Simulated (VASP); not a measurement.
# Te (P2) in VASP: single point with PBEsol

Aim: the single point of Te with PBEsol.

Everything below comes from runs of VASP 6.6.1. Logs are shortened: lines on timing, memory, paths and dates and some standing lists are left out, and cuts for length are marked.

## (1) The cell of the first run

It takes space group P2 (No. 3, monoclinic). Conventional cell: a = 3.118 Å, b = 4.492 Å, c = 9.185 Å, α = 90.00°, β = 90.95°, γ = 90.00°. Within 3.8 Å of Te (site symmetry 2) lie 6 Te at 2.85 to 3.54 Å. Te (site symmetry 2) has 6 Te at 3.06 to 3.46 Å within 4.0 Å. Te (site symmetry 1) has 6 Te at 2.85 to 3.54 Å within 3.8 Å.

## (2) Single point, PBEsol (strained and its atoms moved)

Contents of INCAR:

```
SYSTEM = Te
PREC = Accurate ; ENCUT = 520
EDIFF = 1E-7 ; ISMEAR = 0
SIGMA = 0.1 ; LREAL = .False.
LASPH = .True. ; NELM = 60
ALGO = Normal ; ISIF = 2
LWAVE = .False. ; LCHARG = .False.
GGA = PS ; NBANDS = 20
```

Contents of KPOINTS:

```
Automatic mesh
0
Gamma
  4 12 8
  0 0 0
```

Contents of POSCAR:

```
Te
1.0
    9.1851760203      0.0756470705      0.0000000000
    0.0258795755      3.1175904660      0.0000000000
    0.0000000000      0.0000000000      4.4920714975
Te
4
Direct
    0.7500000000      0.5000000000      0.4344753644
    0.2500000000      0.5000000000      0.4791756903
   -0.0056537228      0.4658882164      0.0431744727
    0.5056537228      0.5341117836      0.0431744727
```

Potentials or basis: VASP PAW PBE potentials, release 64 (Te).

Launch:

```sh
$ cat potpaw_PBE.64/Te/POTCAR > POTCAR
$ mpirun -np 1 vasp_std > vasp.out
```

OUTCAR:

```text
SYSTEM = Te
   PREC = Accurate
   ENCUT = 520
   EDIFF = 1E-7
   ISMEAR = 0
   LREAL = .False.
   LASPH = .True.
   NELM = 60
   ISIF = 2
   GGA = PS

 ion  position               nearest neighbor table
   1  0.750  0.500  0.434-   3 2.85   4 2.85   3 3.54   4 3.54
   2  0.250  0.500  0.479-   3 3.06   4 3.06   3 3.46   4 3.46
   3  0.994  0.466  0.043-   1 2.85   2 3.06   2 3.46   1 3.54
   4  0.506  0.534  0.043-   1 2.85   2 3.06   2 3.46   1 3.54

  LATTYP: Found a simple monoclinic cell.
 ALAT       =     3.1176978792
 B/A-ratio  =     1.4408296350
 C/A-ratio  =     2.9462404239
 COS(beta)  =    -0.0165357941

  Lattice vectors:

 A1 = (   0.0258795755,   3.1175904660,   0.0000000000)
 A2 = (   0.0000000000,   0.0000000000,  -4.4920714975)
 A3 = (  -9.1851760203,  -0.0756470705,   0.0000000000)

Analysis of symmetry for initial positions (statically):
=====================================================================
 Subroutine PRICEL returns:
 Original cell was already a primitive cell.

 Routine SETGRP: Setting up the symmetry group for a
 simple monoclinic supercell.

 Subroutine GETGRP returns: Found  2 space group operations
 (whereof  1 operations were pure point group operations)
 out of a pool of  4 trial point group operations.

The static configuration has the point symmetry C_1 .
 The point group associated with its full space group is C_2 .

Analysis of symmetry for dynamics (positions and initial velocities):
=====================================================================
 Subroutine PRICEL returns:
 Original cell was already a primitive cell.

 Routine SETGRP: Setting up the symmetry group for a
 simple monoclinic supercell.

 Subroutine GETGRP returns: Found  2 space group operations
 (whereof  1 operations were pure point group operations)
 out of a pool of  4 trial point group operations.

The dynamic configuration has the point symmetry C_1 .
 The point group associated with its full space group is C_2 .

 Subroutine INISYM returns: Found  2 space group operations
 (whereof  1 operations are pure point group operations),
 and found     1 'primitive' translations

----------------------------------------------------------------------------------------

                                     Primitive cell

  volume of cell :     128.6244

  direct lattice vectors                    reciprocal lattice vectors
     9.185176020  0.075647070  0.000000000     0.108878520 -0.000903817  0.000000000
     0.025879576  3.117590466  0.000000000    -0.002641893  0.320782470  0.000000000
     0.000000000  0.000000000  4.492071497     0.000000000  0.000000000  0.222614444

  length of vectors
     9.185487521  3.117697879  4.492071497     0.108882271  0.320793349  0.222614444

  position of ions in fractional coordinates (direct lattice)
     0.750000000  0.500000000  0.434475364
     0.250000000  0.500000000  0.479175690
     0.994346277  0.465888216  0.043174473
     0.505653723  0.534111784  0.043174473

  ion indices of the primitive-cell ions
   primitive index   ion index
                 1           1
                 2           2
                 3           3
                 4           4

----------------------------------------------------------------------------------------

 KPOINTS: Automatic mesh

Automatic generation of k-mesh.
 Grid dimensions read from file:
 generate k-points for:    4   12    8

 Generating k-lattice:

  Cartesian coordinates                     Fractional coordinates (reciprocal lattice)
     0.027219630 -0.000225954  0.000000000     0.250000000  0.000000000  0.000000000
    -0.000220158  0.026731873  0.000000000     0.000000000  0.083333333  0.000000000
     0.000000000  0.000000000  0.027826806     0.000000000  0.000000000  0.125000000

  Length of vectors
     0.027220568  0.026732779  0.027826806

  Shift w.r.t. Gamma in fractional coordinates (k-lattice)
     0.000000000  0.000000000  0.000000000

 Subroutine IBZKPT returns following result:
 ===========================================

 Found    130 irreducible k-points:

 Following reciprocal coordinates:
            Coordinates               Weight
  0.000000  0.000000  0.000000      1.000000
  0.250000  0.000000  0.000000      2.000000
  0.500000  0.000000  0.000000      1.000000
  0.000000  0.083333  0.000000      2.000000
  0.250000  0.083333  0.000000      2.000000
  0.500000  0.083333  0.000000      2.000000
[... 16 lines left out ...]
 -0.250000  0.416667  0.000000      2.000000
  0.000000  0.500000  0.000000      1.000000
 [... further k-points ...]
   k-points           NKPTS =    130   k-points in BZ     NKDIM =    130   number of bands    NBANDS=     20
   number of dos      NEDOS =    301   number of ions     NIONS =      4
   total plane-waves  NPLWV =  60480
   dimension x,y,z NGX =    70 NGY =   24 NGZ =   36
   dimension x,y,z NGXF=   140 NGYF=   48 NGZF=   72
   ions per type =               4
   NGX,Y,Z   is equivalent  to a cutoff of  12.67, 12.80, 13.32 a.u.
   NGXF,Y,Z  is equivalent  to a cutoff of  25.34, 25.60, 26.65 a.u.
 SYSTEM =  Te
   PREC   = accura    normal or accurate (medium, high low for compatibility)
   ISTART =      0    job   : 0-new  1-cont  2-samecut
   ICHARG =      2    charge: 1-file 2-atom 10-const
   ISPIN  =      1    spin polarized calculation?
   LNONCOLLINEAR =      F non collinear calculations
   LSORBIT =      F    spin-orbit coupling
   LASPH  =      T    aspherical Exc in radial PAW
   ENCUT  =  520.0 eV  38.22 Ry    6.18 a.u.  17.08  5.80  8.35*2*pi/ulx,y,z
   NELM   =     60;   NELMIN=  2; NELMDL= -5     # of ELM steps
   EDIFF  = 0.1E-06   stopping-criterion for ELM
   LREAL  =      F    real-space projection
   EDIFFG = 0.1E-05   stopping-criterion for IOM
   NSW    =      0    number of steps for IOM
   IBRION =     -1    ionic relax: 0-MD 1-quasi-New 2-CG
   NFREE  =      0    steps in history (QN), initial steepest desc. (CG)
   ISIF   =      2    stress and relaxation
   ISYM   =      2    0-nonsym 1-usesym 2-fastsym
   POTIM  = 0.5000    time-step for ionic-motion
   TEBEG  =    0.0;   TEEND  =   0.0 temperature during run
   PSTRESS=    0.0 pullay stress
   NELECT =      24.0000    total number of electrons
   NUPDOWN=      -1.0000    fix difference up-down
   EMIN   =  10.00;   EMAX   =-10.00  energy-range for DOS
   EFERMI =   0.00;   METHOD = LEGACY
   ISMEAR =     0;   SIGMA  =   0.10  broadening in eV -4-tet -1-fermi 0-gaus
   EFERMI_NEDOS =   21; number of points for ismear=-14 and -15
   IALGO  =     38    algorithm
   IMIX   =      4    mixing-type and parameters
     AMIX     =   0.40;   BMIX     =  1.00
     AMIX_MAG =   1.60;   BMIX_MAG =  1.00
  volume/ion in A,a.u.               =      32.16       217.00
  Fermi-wavevector in a.u.,A,eV,Ry     =   0.935486  1.767813 11.906928  0.875135
  Thomas-Fermi vector in A             =   2.062399
   LORBIT       =      0    0 simple, 1 ext, 2 COOP (PROOUT), +10 PAW based schemes
   GGA     = PS    functional components
   LHFCALC =     F    Hartree Fock is set to
   AEXX    =    0.0000 exact exchange contribution
   IVDW    =     0    specifies the selected vdW correction
   LEPSILON=     F    determine dielectric tensor
   LRPA    =     F    only Hartree local field effects (RPA)
 non-spin polarized calculation
 Gauss-broadening in eV      SIGMA  =   0.10
  energy-cutoff  :      520.00
  volume of cell :      128.62
 maximum number of plane-waves:      3486
 NGX is ok and might be reduce to    70
   NGX = 35   NGY = 11   NGZ = 17

 number of electron      23.9999999 magnetization

 Free energy of the ion-electron system (eV)
  ---------------------------------------------------
  ext. energy  EPLUGINS =         0.00000000
  ---------------------------------------------------
  free energy    TOTEN  =       -13.57087798 eV

  energy without entropy =      -13.55900624  energy(sigma->0) =      -13.56494211

 E-fermi :   6.6208     XC(G=0):  -9.4697

 val. band max:        6.6171311228   @ k =  -0.0000   0.1667   0.0000
 cond. band min:       6.6363261374   @ k =   0.5000   0.0833   0.0000
 fundamental gap:      0.0191950146
 Fermi energy:         6.6207786869

 k-point     1 :       0.0000    0.0000    0.0000
  band No.  band energies     occupation
      1      -7.5520      2.00000
      2      -6.0517      2.00000
      3      -5.9901      2.00000
      4      -3.7508      2.00000
      5       1.4953      2.00000
      6       2.3113      2.00000
[... 12 lines left out ...]
     19      12.3297      0.00000
     20      12.7294      0.00000

 k-point     2 :       0.2500    0.0000    0.0000
  band No.  band energies     occupation
      1      -7.4794      2.00000
      2      -6.5921      2.00000
      3      -5.3248      2.00000
      4      -3.9908      2.00000
      5       1.6623      2.00000
      6       2.3440      2.00000
[... 12 lines left out ...]
     19      12.8161      0.00000
     20      13.1687      0.00000

 k-point     3 :       0.5000    0.0000    0.0000
  band No.  band energies     occupation
      1      -7.3661      2.00000
      2      -6.8759      2.00000
      3      -4.6837      2.00000
      4      -4.5025      2.00000
      5       1.9983      2.00000
      6       2.1416      2.00000
[... 12 lines left out ...]
     19      13.1392      0.00000
     20      13.5367      0.00000

 k-point     4 :       0.0000    0.0833    0.0000
  band No.  band energies     occupation
      1      -7.4624      2.00000
      2      -5.9623      2.00000
      3      -5.8983      2.00000
      4      -3.6576      2.00000
      5       1.5768      2.00000
      6       2.3941      2.00000
[... 429 lines left out ...]
 k-point    23 :      -0.2500    0.4167    0.0000
  band No.  band energies     occupation
      1      -5.7381      2.00000
      2      -4.8349      2.00000
      3      -3.5079      2.00000
      4      -2.1353      2.00000
      5       0.6511      2.00000
      6       1.4564      2.00000
[... 12 lines left out ...]
     19      11.5053      0.00000
     20      11.5764      0.00000

 k-point    24 :       0.0000    0.5000    0.0000
  band No.  band energies     occupation
      1      -5.6061      2.00000
      2      -4.0675      2.00000
      3      -3.9869      2.00000
      4      -1.6147      2.00000
      5       0.1592      2.00000
      6       1.5128      2.00000
[... 12 lines left out ...]
     19      11.4280      0.00000
     20      11.4391      0.00000

 [... further k-points ...]

------------------------ aborting loop because EDIFF is reached ----------------------------------------

  FORCE on cell =-STRESS in cart. coord.  units (eV):
  Direction    XX          YY          ZZ          XY          YZ          ZX
  --------------------------------------------------------------------------------------
  -------------------------------------------------------------------------------------
  Total        3.1961750     -0.2069743     -0.0023309     -0.0534197      0.0000000      0.0000000
  in kB       39.8123323     -2.5781216     -0.0290344     -0.6654093      0.0000000      0.0000000
  external PRESSURE =      12.4017254 kB  Pullay stress =       0.0000000 kB

 VOLUME and BASIS-vectors are now :
 -----------------------------------------------------------------------------
  energy-cutoff  :      520.00
  volume of cell :      128.62
      direct lattice vectors                 reciprocal lattice vectors
     9.185176020  0.075647070  0.000000000     0.108878520 -0.000903817  0.000000000
     0.025879576  3.117590466  0.000000000    -0.002641893  0.320782470  0.000000000
     0.000000000  0.000000000  4.492071497     0.000000000  0.000000000  0.222614444

 POSITION                                       TOTAL-FORCE (eV/Angst)
 -----------------------------------------------------------------------------------
      6.90182      1.61553      1.95169        -0.000000      0.000000      1.012952
      2.30923      1.57771      2.15249        -0.000000      0.000000      0.711886
      9.14530      1.52767      0.19394         0.392359      0.052988     -0.862419
      4.65834      1.70339      0.19394        -0.392359     -0.052988     -0.862419
 -----------------------------------------------------------------------------------
    total drift:                                0.000000     -0.000000      0.000080

  FREE ENERGIE OF THE ION-ELECTRON SYSTEM (eV)
  ---------------------------------------------------
  free  energy   TOTEN  =       -13.5708779806 eV

  energy  without entropy=      -13.5590062405  energy(sigma->0) =      -13.56494211
```

Wall time 5.9 min (1 thread of Intel Xeon 8259CL, shared host); peak memory 0.4 GiB.

What came out:

| Item | Value |
| --- | --- |
| Free energy | -13.5709 eV |
| Pressure | 1.2 GPa |
| Largest force | 1.013 eV/Å |
| Band gap on the k mesh | zero (bands 12 and 13 overlap by 3.62 eV) |

Forces on the atoms (eV/Å):
```
Te   0.000  0.000  1.013
Te   0.000  0.000  0.712
Te   0.392  0.053 -0.862
Te  -0.392 -0.053 -0.862
```

Stress tensor (GPa, compression positive):
```
 3.98 -0.07  0.00
-0.07 -0.26  0.00
 0.00  0.00  0.00
```

Levels at points of the mesh, in eV from the Fermi level:
```tsv
k point	band 9	band 10	band 11	band 12	band 13	band 14	band 15	band 16
(0.00, 0.00, 0.00)	-1.57	-1.55	-0.16	1.13	1.37	2.63	2.70	2.99
(0.50, 0.00, 0.00)	-0.76	-0.63	-0.19	-0.07	1.53	1.96	3.01	3.17
(0.00, 0.50, 0.00)	-3.32	-2.64	-1.81	-1.75	0.34	0.38	1.63	2.69
(0.50, 0.50, 0.00)	-2.93	-2.75	-2.19	-2.09	0.97	1.07	1.64	1.79
(0.00, 0.00, 0.50)	-2.49	-1.63	1.94	2.35	2.38	2.81	2.92	3.41
(0.50, 0.00, 0.50)	-0.40	-0.13	0.76	1.10	2.01	2.53	3.20	3.35
(0.00, 0.50, 0.50)	-4.31	-4.25	-2.51	-1.07	-0.70	0.10	2.01	2.02
(0.50, 0.50, 0.50)	-4.26	-3.96	-2.84	-2.73	1.29	1.56	2.31	2.40
```

Caveat: the cell differs from its parent crystal (strained and its atoms moved); the PAW data sets were made with another functional, which shifts forces and pressure a little; spin-orbit coupling is left out, which moves the levels of the heavy elements.
